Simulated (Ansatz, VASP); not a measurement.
CdSe in VASP and in Ansatz

```
Cd Se
1.0
     0.00000    2.87396    2.87396
     2.87396    0.00000    2.87396
     2.87396    2.87396    0.00000
Cd Se
1 1
Direct
  0.00000 0.00000 0.00000
  0.50000 0.50000 0.50000
```

Alike in both runs: task relaxation of cell and atoms; functional BLYP; k mesh 8 × 8 × 8; occupations fermi-dirac, width 0.05 eV; no spin polarisation.

```csv
,VASP,Ansatz
version,VASP 6.6.1,Ansatz 0.2.0
potentials or method,"VASP PAW PBE potentials, release 64 (Cd, Se)",Ansatz PAW
plane-wave cutoff (eV),600,420
valence electrons in the cell,18,36
```

VASP gave:

```
gap on the k mesh at the Fermi level, each at its own relaxed structure (eV) : none
relaxed volume (Å³/atom)                                                     : 25.48
relaxed cell length with the largest relative difference (Å)                 : 4.161
```

Problem. What did Ansatz give for the same quantities?

Solution. gap on the k mesh at the Fermi level, each at its own relaxed structure (eV): none; relaxed volume (Å³/atom): 25.32; relaxed cell length with the largest relative difference (Å): 4.153.

VASP's potentials were made for PBE, not for BLYP. A gap of «none» marks a metal or a gap that the smearing closes. VASP's potentials hold 18 valence electrons a cell and Ansatz's 36, so a difference there can come from the potentials and not from the codes.

Noted on Ansatz's run: the plane-wave basis is chosen anew once the cell has moved, so the energies of steps on either side of that aren't comparable.
